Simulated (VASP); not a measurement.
# Ti (Cmcm) in VASP: single point with LDA

Aim: the single point of Ti with LDA.

All numbers are computed with VASP 6.6.1; they aren't measurements. Logs are shortened: lines on timing, memory, paths and dates and some standing lists are left out, and cuts for length are marked.

**1. The cell of the first run**

Symmetry: Cmcm, No. 63, orthorhombic system. Conventional cell: a = 3.152 Å, b = 5.138 Å, c = 4.208 Å, α = 90.00°, β = 90.00°, γ = 90.00°. Within 3.6 Å of Ti (site symmetry m2m) lie 12 Ti at 2.72 to 3.15 Å.

**2. Single point, LDA**

Input file INCAR:

```
SYSTEM = Ti
ALGO     = Fast           ! electronic algorithm
EDIFF    = 1E-6           ! SCF threshold, eV
ENCUT    = 520            ! plane-wave cutoff, eV
GGA      = CA             ! functional
ISIF     = 2              ! what is computed and relaxed
ISMEAR   = 0              ! smearing method
LASPH    = .TRUE.         ! aspherical terms in the spheres
LCHARG   = .FALSE.        ! write CHGCAR
LREAL    = .FALSE.        ! projectors in reciprocal space
LWAVE    = .FALSE.        ! write WAVECAR
NBANDS   = 58             ! bands
NELM     = 80             ! most SCF steps
PREC     = Accurate       ! precision mode
SIGMA    = 0.1            ! smearing width, eV
```

Input file KPOINTS:

```
k-points
0
G
  7 7 8
  0 0 0
```

Input file POSCAR:

```
Ti
1.0
    6.0280874511      0.0000000000      0.0000000000
   -2.7322371782      5.3733340041      0.0000000000
    0.0000000000      0.0000000000      4.2078395021
Ti
8
Direct
    0.1593683801      0.3406316199      0.2500000000
    0.6593683801      0.3406316199      0.2500000000
    0.1593683801      0.8406316199      0.2500000000
    0.6593683801      0.8406316199      0.2500000000
    0.8406316199      0.1593683801      0.7500000000
    0.3406316199      0.1593683801      0.7500000000
    0.8406316199      0.6593683801      0.7500000000
    0.3406316199      0.6593683801      0.7500000000
```

Potentials or basis: VASP PAW LDA potentials, release 64 (Ti_sv).

Run with:

```
cat potpaw_LDA.64/Ti_sv/POTCAR > POTCAR
mpirun -np 1 vasp_std > vasp.out
```

OUTCAR:

```text
SYSTEM = Ti
   EDIFF = 1E-6
   ENCUT = 520
   GGA = CA
   ISIF = 2
   ISMEAR = 0
   LASPH = .TRUE.
   LREAL = .FALSE.
   NELM = 80
   PREC = Accurate

 ion  position               nearest neighbor table
   1  0.159  0.341  0.250-   8 2.72   8 2.72   5 2.72   5 2.72   6 2.81   6 2.81
   2  0.659  0.341  0.250-   7 2.72   7 2.72   6 2.72   6 2.72   5 2.81   5 2.81
   3  0.159  0.841  0.250-   6 2.72   6 2.72   7 2.72   7 2.72   8 2.81   8 2.81
   4  0.659  0.841  0.250-   5 2.72   5 2.72   8 2.72   8 2.72   7 2.81   7 2.81
   5  0.841  0.159  0.750-   4 2.72   4 2.72   1 2.72   1 2.72   2 2.81   2 2.81
   6  0.341  0.159  0.750-   3 2.72   3 2.72   2 2.72   2 2.72   1 2.81   1 2.81
   7  0.841  0.659  0.750-   2 2.72   2 2.72   3 2.72   3 2.72   4 2.81   4 2.81
   8  0.341  0.659  0.750-   1 2.72   1 2.72   4 2.72   4 2.72   3 2.81   3 2.81

  LATTYP: Found a base centered orthorhombic cell.
 ALAT       =     6.3035979679
 B/A-ratio  =     1.6303331642
 C/A-ratio  =     0.6675298018

  Lattice vectors:

 A1 = (   6.0280874511,   0.0000000000,   0.0000000000)
 A2 = (  -2.7322371782,   5.3733340041,   0.0000000000)
 A3 = (   0.0000000000,   0.0000000000,   4.2078395021)

Analysis of symmetry for initial positions (statically):
=====================================================================
 Subroutine PRICEL returns following result:

  LATTYP: Found a base centered orthorhombic cell.
 ALAT       =     3.1517989840
 B/A-ratio  =     1.6303331642
 C/A-ratio  =     1.3350596036

  Lattice vectors:

 A1 = (   3.0140437256,   0.0000000000,   0.0000000000)
 A2 = (  -1.3661185891,   2.6866670021,   0.0000000000)
 A3 = (   0.0000000000,   0.0000000000,   4.2078395021)

   4 primitive cells build up your supercell.

 Routine SETGRP: Setting up the symmetry group for a
 base centered orthorhombic supercell.

 Subroutine GETGRP returns: Found  8 space group operations
 (whereof  4 operations were pure point group operations)
 out of a pool of  8 trial point group operations.

The static configuration has the point symmetry C_2h.
 The point group associated with its full space group is D_2h.

Analysis of symmetry for dynamics (positions and initial velocities):
=====================================================================
 Subroutine PRICEL returns following result:

  LATTYP: Found a base centered orthorhombic cell.
 ALAT       =     3.1517989840
 B/A-ratio  =     1.6303331642
 C/A-ratio  =     1.3350596036

  Lattice vectors:

 A1 = (   3.0140437256,   0.0000000000,   0.0000000000)
 A2 = (  -1.3661185891,   2.6866670021,   0.0000000000)
 A3 = (   0.0000000000,   0.0000000000,   4.2078395021)

   4 primitive cells build up your supercell.

 Routine SETGRP: Setting up the symmetry group for a
 base centered orthorhombic supercell.

 Subroutine GETGRP returns: Found  8 space group operations
 (whereof  4 operations were pure point group operations)
 out of a pool of  8 trial point group operations.

The dynamic configuration has the point symmetry C_2h.
 The point group associated with its full space group is D_2h.

 Subroutine INISYM returns: Found  8 space group operations
 (whereof  4 operations are pure point group operations),
 and found     4 'primitive' translations

----------------------------------------------------------------------------------------

                                     Primitive cell

  volume of cell :      34.0740

  direct lattice vectors                    reciprocal lattice vectors
     3.014043726  0.000000000  0.000000000     0.331780190  0.168703857  0.000000000
    -1.366118589  2.686667002  0.000000000     0.000000000  0.372208390  0.000000000
     0.000000000  0.000000000  4.207839502     0.000000000  0.000000000  0.237651650

  length of vectors
     3.014043726  3.014043726  4.207839502     0.372208390  0.372208390  0.237651650

  position of ions in fractional coordinates (direct lattice)
     0.318736760  0.681263240  0.250000000
     0.681263240  0.318736760  0.750000000

  ion indices of the primitive-cell ions
   primitive index   ion index
                 1           1
                 2           6

----------------------------------------------------------------------------------------

 KPOINTS: k-points

Automatic generation of k-mesh.
 Grid dimensions read from file:
 generate k-points for:    7    7    8

 Generating k-lattice:

  Cartesian coordinates                     Fractional coordinates (reciprocal lattice)
     0.023698585  0.012050275  0.000000000     0.142857143  0.000000000  0.000000000
     0.000000000  0.026586314  0.000000000     0.000000000  0.142857143  0.000000000
     0.000000000  0.000000000  0.029706456     0.000000000  0.000000000  0.125000000

  Length of vectors
     0.026586314  0.026586314  0.029706456

  Shift w.r.t. Gamma in fractional coordinates (k-lattice)
     0.000000000  0.000000000  0.000000000

 Subroutine IBZKPT returns following result:
 ===========================================

 Found     80 irreducible k-points:

 Following reciprocal coordinates:
            Coordinates               Weight
  0.000000  0.000000  0.000000      1.000000
  0.142857 -0.000000  0.000000      4.000000
  0.285714  0.000000  0.000000      4.000000
  0.428571 -0.000000  0.000000      4.000000
  0.142857  0.142857  0.000000      2.000000
  0.285714  0.142857  0.000000      4.000000
[... 16 lines left out ...]
  0.428571  0.142857  0.125000      8.000000
 -0.428571  0.142857  0.125000      8.000000
 [... further k-points ...]
   k-points           NKPTS =     80   k-points in BZ     NKDIM =     80   number of bands    NBANDS=     58
   number of dos      NEDOS =    301   number of ions     NIONS =      8
   total plane-waves  NPLWV =  73728
   dimension x,y,z NGX =    48 NGY =   48 NGZ =   32
   dimension x,y,z NGXF=    96 NGYF=   96 NGZF=   64
   ions per type =               8
   NGX,Y,Z   is equivalent  to a cutoff of  13.24, 13.24, 12.64 a.u.
   NGXF,Y,Z  is equivalent  to a cutoff of  26.48, 26.48, 25.29 a.u.
 SYSTEM =  Ti
   PREC   = accura    normal or accurate (medium, high low for compatibility)
   ISTART =      0    job   : 0-new  1-cont  2-samecut
   ICHARG =      2    charge: 1-file 2-atom 10-const
   ISPIN  =      1    spin polarized calculation?
   LNONCOLLINEAR =      F non collinear calculations
   LSORBIT =      F    spin-orbit coupling
   LASPH  =      T    aspherical Exc in radial PAW
   ENCUT  =  520.0 eV  38.22 Ry    6.18 a.u.  11.21 11.21  7.82*2*pi/ulx,y,z
   NELM   =     80;   NELMIN=  2; NELMDL= -5     # of ELM steps
   EDIFF  = 0.1E-05   stopping-criterion for ELM
   LREAL  =      F    real-space projection
   EDIFFG = 0.1E-04   stopping-criterion for IOM
   NSW    =      0    number of steps for IOM
   IBRION =     -1    ionic relax: 0-MD 1-quasi-New 2-CG
   NFREE  =      0    steps in history (QN), initial steepest desc. (CG)
   ISIF   =      2    stress and relaxation
   ISYM   =      2    0-nonsym 1-usesym 2-fastsym
   POTIM  = 0.5000    time-step for ionic-motion
   TEBEG  =    0.0;   TEEND  =   0.0 temperature during run
   PSTRESS=    0.0 pullay stress
   NELECT =      96.0000    total number of electrons
   NUPDOWN=      -1.0000    fix difference up-down
   EMIN   =  10.00;   EMAX   =-10.00  energy-range for DOS
   EFERMI =   0.00;   METHOD = LEGACY
   ISMEAR =     0;   SIGMA  =   0.10  broadening in eV -4-tet -1-fermi 0-gaus
   EFERMI_NEDOS =   21; number of points for ismear=-14 and -15
   IALGO  =     68    algorithm
   IMIX   =      4    mixing-type and parameters
     AMIX     =   0.40;   BMIX     =  1.00
     AMIX_MAG =   1.60;   BMIX_MAG =  1.00
  volume/ion in A,a.u.               =      17.04       114.97
  Fermi-wavevector in a.u.,A,eV,Ry     =   1.456591  2.752559 28.866914  2.121658
  Thomas-Fermi vector in A             =   2.573492
   LORBIT       =      0    0 simple, 1 ext, 2 COOP (PROOUT), +10 PAW based schemes
   GGA     = CA    functional components
   LHFCALC =     F    Hartree Fock is set to
   AEXX    =    0.0000 exact exchange contribution
   IVDW    =     0    specifies the selected vdW correction
   LEPSILON=     F    determine dielectric tensor
   LRPA    =     F    only Hartree local field effects (RPA)
 non-spin polarized calculation
 RMM-DIIS sequential band-by-band and
 Gauss-broadening in eV      SIGMA  =   0.10
  energy-cutoff  :      520.00
  volume of cell :      136.30
 maximum number of plane-waves:      3696
 NGX is ok and might be reduce to    48
   NGX = 23   NGY = 23   NGZ = 15

 number of electron      95.9999973 magnetization

 Free energy of the ion-electron system (eV)
  ---------------------------------------------------
  ext. energy  EPLUGINS =         0.00000000
  ---------------------------------------------------
  free energy    TOTEN  =       -67.85885617 eV

  energy without entropy =      -67.81201813  energy(sigma->0) =      -67.83543715

 E-fermi :   8.1474     XC(G=0): -11.8638

 val. band max:        8.1450767178   @ k =  -0.2857   0.2857   0.5000
 cond. band min:       8.1475612030   @ k =  -0.4286   0.1429   0.0000
 fundamental gap:      0.0024844851
 Fermi energy:         8.1474122402

 k-point     1 :       0.0000    0.0000    0.0000
  band No.  band energies     occupation
      1     -47.8752      2.00000
      2     -47.7554      2.00000
      3     -47.7406      2.00000
      4     -47.7406      2.00000
      5     -47.6785      2.00000
      6     -47.6785      2.00000
[... 50 lines left out ...]
     57       9.7614      0.00000
     58      10.7130      0.00000

 k-point     2 :       0.1429   -0.0000    0.0000
  band No.  band energies     occupation
      1     -47.8702      2.00000
      2     -47.7550      2.00000
      3     -47.7524      2.00000
      4     -47.7419      2.00000
      5     -47.6760      2.00000
      6     -47.6710      2.00000
[... 50 lines left out ...]
     57       9.6929      0.00000
     58      10.1200      0.00000

 k-point     3 :       0.2857    0.0000    0.0000
  band No.  band energies     occupation
      1     -47.8558      2.00000
      2     -47.7778      2.00000
      3     -47.7538      2.00000
      4     -47.7451      2.00000
      5     -47.6695      2.00000
      6     -47.6577      2.00000
[... 1216 lines left out ...]
      3     -47.7683      2.00000
      4     -47.7282      2.00000
      5     -47.6719      2.00000
      6     -47.6517      2.00000
[... 50 lines left out ...]
     57       9.5563      0.00000
     58       9.6234      0.00000

 k-point    24 :      -0.4286    0.1429    0.1250
  band No.  band energies     occupation
      1     -47.8344      2.00000
      2     -47.7839      2.00000
      3     -47.7678      2.00000
      4     -47.7252      2.00000
      5     -47.6809      2.00000
      6     -47.6600      2.00000
[... 50 lines left out ...]
     57       9.6051      0.00000
     58       9.7339      0.00000

 [... further k-points ...]
[... 5 lines left out ...]
  --------------------------------------------------------------------------------------
  -------------------------------------------------------------------------------------
  Total       -8.7159422     -7.1112190     -0.1314187      1.5779586      0.0000000      0.0000000
  in kB     -102.4571751    -83.5934185     -1.5448466     18.5491336      0.0000000      0.0000000
  external PRESSURE =     -62.5318134 kB  Pullay stress =       0.0000000 kB

 VOLUME and BASIS-vectors are now :
 -----------------------------------------------------------------------------
  energy-cutoff  :      520.00
  volume of cell :      136.30
      direct lattice vectors                 reciprocal lattice vectors
     6.028087451  0.000000000  0.000000000     0.165890095  0.084351928  0.000000000
    -2.732237178  5.373334004  0.000000000     0.000000000  0.186104195  0.000000000
     0.000000000  0.000000000  4.207839502     0.000000000  0.000000000  0.237651650

 POSITION                                       TOTAL-FORCE (eV/Angst)
 -----------------------------------------------------------------------------------
      0.03000      1.83033      1.05196         0.000097     -0.000059     -0.000000
      3.04404      1.83033      1.05196         0.000097     -0.000059      0.000000
     -1.33612      4.51699      1.05196         0.000097     -0.000059      0.000000
      1.67793      4.51699      1.05196         0.000097     -0.000059      0.000000
      4.63197      0.85634      3.15588        -0.000097      0.000059     -0.000000
      1.61792      0.85634      3.15588        -0.000097      0.000059      0.000000
      3.26585      3.54301      3.15588        -0.000097      0.000059     -0.000000
      0.25181      3.54301      3.15588        -0.000097      0.000059      0.000000
 -----------------------------------------------------------------------------------
    total drift:                                0.000000     -0.000000     -0.000000

  FREE ENERGIE OF THE ION-ELECTRON SYSTEM (eV)
  ---------------------------------------------------
  free  energy   TOTEN  =       -67.8588561695 eV

  energy  without entropy=      -67.8120181334  energy(sigma->0) =      -67.83543715
```

It took 53 min on 1 thread of Intel Xeon Platinum 8259CL at 2.50GHz (Skylake/Cascade Lake), shared host; peak memory 0.5 GiB.

Results:

```yaml
Free_energy: -67.8589 eV
Pressure: -6.3 GPa
Band_gap_on_the_k_mesh: zero (bands 48 and 49 overlap by 0.69 eV)
```

Levels at points of the mesh, in eV from the Fermi level:
```csv
k point,band 44,band 45,band 46,band 47,band 48,band 49,band 50,band 51,band 52,band 53
"(0.00, 0.00, 0.00)",-0.96,-0.96,-0.52,-0.41,0.22,0.22,0.22,0.70,1.07,1.07
"(0.00, 0.00, 0.50)",-0.39,-0.39,-0.39,0.15,0.15,0.55,0.55,0.85,0.86,1.27
```

Caveat: the stress differs along the axes, from -10 to -0 GPa.
